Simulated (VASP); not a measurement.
# Cu (P4/nmm) in VASP: single point with LDA

Aim: the single point of Cu with LDA.

Everything below comes from runs of VASP 6.6.1. Logs are shortened: lines on timing, memory, paths and dates and some standing lists are left out, and cuts for length are marked.

## Step 1: The cell of the first run

Symmetry: P4/nmm, No. 129, tetragonal system. Conventional cell: a = 2.556 Å, b = 2.556 Å, c = 3.615 Å, α = 90.00°, β = 90.00°, γ = 90.00°. Cu (site symmetry 4mm) has 12 Cu at 2.50 to 2.61 Å within 3.3 Å.

## Step 2: Single point, LDA (atoms displaced along a vibrational mode)

The input, INCAR:

```
SYSTEM = Cu
  PREC = Accurate
  ENCUT = 520
  EDIFF = 1E-7
  ISMEAR = 0
  SIGMA = 0.15
  LREAL = .FALSE.
  LASPH = .TRUE.
  NELM = 60
  ALGO = Fast
  ISIF = 2
  LWAVE = .FALSE.
  LCHARG = .TRUE.
  LELF = .TRUE.
  LVHAR = .TRUE.
  NBANDS = 18
```

The input, KPOINTS:

```
regular mesh
0
G
  18 18 14
  0 0 0
```

The input, POSCAR:

```
Cu
1.0
    0.0000000000     -1.8075000000     -1.8075000000
    0.0000000000      1.8075000000     -1.8075000000
    3.6150000000      0.0000000000      0.0000000000
Cu
2
Direct
    0.5000000000      0.5000000000      0.5103734440
    0.0000000000      0.0000000000     -0.0103734440
```

Potentials or basis: VASP PAW LDA potentials, release 64 (Cu).

Launch:

```sh
$ cat potpaw_LDA.64/Cu/POTCAR > POTCAR
$ mpirun -np 1 vasp_std > vasp.out
```

OUTCAR:

```text
SYSTEM = Cu
   PREC = Accurate
   ENCUT = 520
   EDIFF = 1E-7
   ISMEAR = 0
   LREAL = .FALSE.
   LASPH = .TRUE.
   NELM = 60
   ISIF = 2

 ion  position               nearest neighbor table
   1  0.500  0.500  0.510-   2 2.50   2 2.50   2 2.50   2 2.50   2 2.61   2 2.61   2 2.61   2 2.61

   2  0.000  0.000  0.990-   1 2.50   1 2.50   1 2.50   1 2.50   1 2.61   1 2.61   1 2.61   1 2.61

  LATTYP: Found a simple tetragonal cell.
 ALAT       =     2.5561910140
 C/A-ratio  =     1.4142135624

  Lattice vectors:

 A1 = (   0.0000000000,  -1.8075000000,  -1.8075000000)
 A2 = (   0.0000000000,   1.8075000000,  -1.8075000000)
 A3 = (   3.6150000000,   0.0000000000,   0.0000000000)

Analysis of symmetry for initial positions (statically):
=====================================================================
 Subroutine PRICEL returns:
 Original cell was already a primitive cell.

 Routine SETGRP: Setting up the symmetry group for a
 simple tetragonal supercell.

 Subroutine GETGRP returns: Found 16 space group operations
 (whereof  8 operations were pure point group operations)
 out of a pool of 16 trial point group operations.

The static configuration has the point symmetry C_4v.
 The point group associated with its full space group is D_4h.

Analysis of symmetry for dynamics (positions and initial velocities):
=====================================================================
 Subroutine PRICEL returns:
 Original cell was already a primitive cell.

 Routine SETGRP: Setting up the symmetry group for a
 simple tetragonal supercell.

 Subroutine GETGRP returns: Found 16 space group operations
 (whereof  8 operations were pure point group operations)
 out of a pool of 16 trial point group operations.

The dynamic configuration has the point symmetry C_4v.
 The point group associated with its full space group is D_4h.

 Subroutine INISYM returns: Found 16 space group operations
 (whereof  8 operations are pure point group operations),
 and found     1 'primitive' translations

----------------------------------------------------------------------------------------

                                     Primitive cell

  volume of cell :      23.6208

  direct lattice vectors                    reciprocal lattice vectors
     0.000000000 -1.807500000 -1.807500000     0.000000000 -0.276625173 -0.276625173
     0.000000000  1.807500000 -1.807500000     0.000000000  0.276625173 -0.276625173
     3.615000000  0.000000000  0.000000000     0.276625173  0.000000000  0.000000000

  length of vectors
     2.556191014  2.556191014  3.615000000     0.391207071  0.391207071  0.276625173

  position of ions in fractional coordinates (direct lattice)
     0.500000000  0.500000000  0.510373444
     0.000000000  0.000000000  0.989626556

  ion indices of the primitive-cell ions
   primitive index   ion index
                 1           1
                 2           2

----------------------------------------------------------------------------------------

 KPOINTS: regular mesh

Automatic generation of k-mesh.
 Grid dimensions read from file:
 generate k-points for:   18   18   14

 Generating k-lattice:

  Cartesian coordinates                     Fractional coordinates (reciprocal lattice)
     0.000000000 -0.015368065 -0.015368065     0.055555556  0.000000000  0.000000000
     0.000000000  0.015368065 -0.015368065     0.000000000  0.055555556  0.000000000
     0.019758941  0.000000000  0.000000000     0.000000000  0.000000000  0.071428571

  Length of vectors
     0.021733726  0.021733726  0.019758941

  Shift w.r.t. Gamma in fractional coordinates (k-lattice)
     0.000000000  0.000000000  0.000000000

 Subroutine IBZKPT returns following result:
 ===========================================

 Found    440 irreducible k-points:

 Following reciprocal coordinates:
            Coordinates               Weight
  0.000000  0.000000  0.000000      1.000000
  0.055556  0.000000  0.000000      4.000000
  0.111111  0.000000  0.000000      4.000000
  0.166667  0.000000  0.000000      4.000000
  0.222222  0.000000  0.000000      4.000000
  0.277778  0.000000  0.000000      4.000000
[... 16 lines left out ...]
  0.277778  0.111111  0.000000      8.000000
  0.333333  0.111111  0.000000      8.000000
 [... further k-points ...]
   k-points           NKPTS =    440   k-points in BZ     NKDIM =    440   number of bands    NBANDS=     18
   number of dos      NEDOS =    301   number of ions     NIONS =      2
   total plane-waves  NPLWV =  11200
   dimension x,y,z NGX =    20 NGY =   20 NGZ =   28
   dimension x,y,z NGXF=    40 NGYF=   40 NGZF=   56
   ions per type =               2
   NGX,Y,Z   is equivalent  to a cutoff of  13.01, 13.01, 12.88 a.u.
   NGXF,Y,Z  is equivalent  to a cutoff of  26.01, 26.01, 25.75 a.u.
 SYSTEM =  Cu
   PREC   = accura    normal or accurate (medium, high low for compatibility)
   ISTART =      0    job   : 0-new  1-cont  2-samecut
   ICHARG =      2    charge: 1-file 2-atom 10-const
   ISPIN  =      1    spin polarized calculation?
   LNONCOLLINEAR =      F non collinear calculations
   LSORBIT =      F    spin-orbit coupling
   LASPH  =      T    aspherical Exc in radial PAW
   ENCUT  =  520.0 eV  38.22 Ry    6.18 a.u.   4.75  4.75  6.72*2*pi/ulx,y,z
   NELM   =     60;   NELMIN=  2; NELMDL= -5     # of ELM steps
   EDIFF  = 0.1E-06   stopping-criterion for ELM
   LREAL  =      F    real-space projection
   EDIFFG = 0.1E-05   stopping-criterion for IOM
   NSW    =      0    number of steps for IOM
   IBRION =     -1    ionic relax: 0-MD 1-quasi-New 2-CG
   NFREE  =      0    steps in history (QN), initial steepest desc. (CG)
   ISIF   =      2    stress and relaxation
   ISYM   =      2    0-nonsym 1-usesym 2-fastsym
   POTIM  = 0.5000    time-step for ionic-motion
   TEBEG  =    0.0;   TEEND  =   0.0 temperature during run
   PSTRESS=    0.0 pullay stress
   NELECT =      22.0000    total number of electrons
   NUPDOWN=      -1.0000    fix difference up-down
   EMIN   =  10.00;   EMAX   =-10.00  energy-range for DOS
   EFERMI =   0.00;   METHOD = LEGACY
   ISMEAR =     0;   SIGMA  =   0.15  broadening in eV -4-tet -1-fermi 0-gaus
   EFERMI_NEDOS =   21; number of points for ismear=-14 and -15
   IALGO  =     68    algorithm
   IMIX   =      4    mixing-type and parameters
     AMIX     =   0.40;   BMIX     =  1.00
     AMIX_MAG =   1.60;   BMIX_MAG =  1.00
  volume/ion in A,a.u.               =      11.81        79.70
  Fermi-wavevector in a.u.,A,eV,Ry     =   1.598763  3.021224 34.777078  2.556043
  Thomas-Fermi vector in A             =   2.696162
   LORBIT       =      0    0 simple, 1 ext, 2 COOP (PROOUT), +10 PAW based schemes
   GGA     = CA    functional components
   LHFCALC =     F    Hartree Fock is set to
   AEXX    =    0.0000 exact exchange contribution
   IVDW    =     0    specifies the selected vdW correction
   LEPSILON=     F    determine dielectric tensor
   LRPA    =     F    only Hartree local field effects (RPA)
 non-spin polarized calculation
 RMM-DIIS sequential band-by-band and
 Gauss-broadening in eV      SIGMA  =   0.15
  energy-cutoff  :      520.00
  volume of cell :       23.62
 maximum number of plane-waves:       664
 NGX is ok and might be reduce to    20
   NGX =  9   NGY =  9   NGZ = 13

 number of electron      21.9999983 magnetization

 Free energy of the ion-electron system (eV)
  ---------------------------------------------------
  ext. energy  EPLUGINS =         0.00000000
  ---------------------------------------------------
  free energy    TOTEN  =        -9.33515443 eV

  energy without entropy =       -9.32851720  energy(sigma->0) =       -9.33183582

 E-fermi :   7.3484     XC(G=0): -13.0996

 val. band max:        7.3460372094   @ k =   0.5000   0.1667   0.1429
 cond. band min:       7.3589698913   @ k =   0.3333   0.2222   0.5000
 fundamental gap:      0.0129326819
 Fermi energy:         7.3483625244

 k-point     1 :       0.0000    0.0000    0.0000
  band No.  band energies     occupation
      1      -2.0121      2.00000
      2       2.4253      2.00000
      3       2.8599      2.00000
      4       4.2585      2.00000
      5       4.2585      2.00000
      6       4.2718      2.00000
[... 10 lines left out ...]
     17      27.5878      0.00000
     18      30.0423      0.00000

 k-point     2 :       0.0556    0.0000    0.0000
  band No.  band energies     occupation
      1      -1.9371      2.00000
      2       2.4604      2.00000
      3       2.8808      2.00000
      4       4.2412      2.00000
      5       4.2714      2.00000
      6       4.2891      2.00000
[... 10 lines left out ...]
     17      28.1212      0.00000
     18      29.6844      0.00000

 k-point     3 :       0.1111    0.0000    0.0000
  band No.  band energies     occupation
      1      -1.7134      2.00000
      2       2.5611      2.00000
      3       2.9421      2.00000
      4       4.1920      2.00000
      5       4.3096      2.00000
      6       4.3354      2.00000
[... 10 lines left out ...]
     17      28.4094      0.00000
     18      29.5078      0.00000

 k-point     4 :       0.1667    0.0000    0.0000
  band No.  band energies     occupation
      1      -1.3462      2.00000
      2       2.7140      2.00000
      3       3.0384      2.00000
      4       4.1178      2.00000
      5       4.3712      2.00000
      6       4.3920      2.00000
[... 375 lines left out ...]
      4       3.9075      2.00000
      5       4.3916      2.00000
      6       4.5600      2.00000
[... 10 lines left out ...]
     17      25.7674      0.00000
     18      29.5983      0.00000

 k-point    23 :       0.2778    0.1111    0.0000
  band No.  band energies     occupation
      1       0.0424      2.00000
      2       3.1677      2.00000
      3       3.3627      2.00000
      4       3.8163      2.00000
      5       4.1466      2.00000
      6       4.5007      2.00000
[... 10 lines left out ...]
     17      24.0300      0.00000
     18      29.5648      0.00000

 k-point    24 :       0.3333    0.1111    0.0000
  band No.  band energies     occupation
      1       0.7328      2.00000
      2       3.3453      2.00000
      3       3.4054      2.00000
      4       3.7448      2.00000
      5       3.9323      2.00000
      6       4.3894      2.00000
[... 10 lines left out ...]
     17      22.4008      0.00000
     18      28.1759      0.00000

 [... further k-points ...]

------------------------ aborting loop because EDIFF is reached ----------------------------------------

  FORCE on cell =-STRESS in cart. coord.  units (eV):
  Direction    XX          YY          ZZ          XY          YZ          ZX
  --------------------------------------------------------------------------------------
  -------------------------------------------------------------------------------------
  Total       -1.6865435     -1.6325914     -1.6325914     -0.0000000      0.0000000     -0.0000000
  in kB     -114.3966306   -110.7371052   -110.7371052     -0.0000000      0.0000000     -0.0000000
  external PRESSURE =    -111.9569470 kB  Pullay stress =       0.0000000 kB

 VOLUME and BASIS-vectors are now :
 -----------------------------------------------------------------------------
  energy-cutoff  :      520.00
  volume of cell :       23.62
      direct lattice vectors                 reciprocal lattice vectors
     0.000000000 -1.807500000 -1.807500000     0.000000000 -0.276625173 -0.276625173
     0.000000000  1.807500000 -1.807500000     0.000000000  0.276625173 -0.276625173
     3.615000000  0.000000000  0.000000000     0.276625173  0.000000000  0.000000000

 POSITION                                       TOTAL-FORCE (eV/Angst)
 -----------------------------------------------------------------------------------
      1.84500      0.00000     -1.80750        -0.425857      0.000000     -0.000000
      3.57750      0.00000      0.00000         0.425857     -0.000000      0.000000
 -----------------------------------------------------------------------------------
    total drift:                               -0.000000      0.000000      0.000000

  FREE ENERGIE OF THE ION-ELECTRON SYSTEM (eV)
  ---------------------------------------------------
  free  energy   TOTEN  =        -9.3351544335 eV

  energy  without entropy=       -9.3285172047  energy(sigma->0) =       -9.33183582
```

Run time: 1.8 min. Hardware: 1 thread of Intel Xeon Platinum 8488C (Sapphire Rapids), shared host; peak memory 0.24 GiB.

Results:

```yaml
Free_energy: -9.3352 eV
Pressure: -11.2 GPa
Largest_force: 0.426 eV/Å
Band_gap_on_the_k_mesh: zero (bands 11 and 12 overlap by 7.82 eV)
```

Forces on the atoms (eV/Å):
```
Cu  -0.426  0.000  0.000
Cu   0.426  0.000  0.000
```

Levels at points of the mesh, in eV from the Fermi level:
```tsv
k point	band 8	band 9	band 10	band 11	band 12	band 13	band 14	band 15
(0.00, 0.00, 0.00)	-2.25	-1.69	-1.54	-1.54	1.51	7.07	12.99	12.99
(0.50, 0.00, 0.00)	-2.62	-2.22	-2.22	-0.34	-0.34	9.59	9.59	10.97
(0.50, 0.50, 0.00)	-1.54	-1.54	-1.54	1.48	1.48	7.10	7.10	13.01
(0.00, 0.00, 0.50)	-2.51	-2.33	-2.33	-2.04	-1.91	16.79	16.79	17.24
(0.50, 0.00, 0.50)	-1.69	-1.67	-1.67	-0.98	-0.98	3.71	3.71	21.20
(0.50, 0.50, 0.50)	-2.28	-1.54	-1.54	5.91	5.91	6.45	6.45	8.32
```

Caveat: the cell differs from its parent crystal (atoms displaced along a vibrational mode); the cell stands under tension.
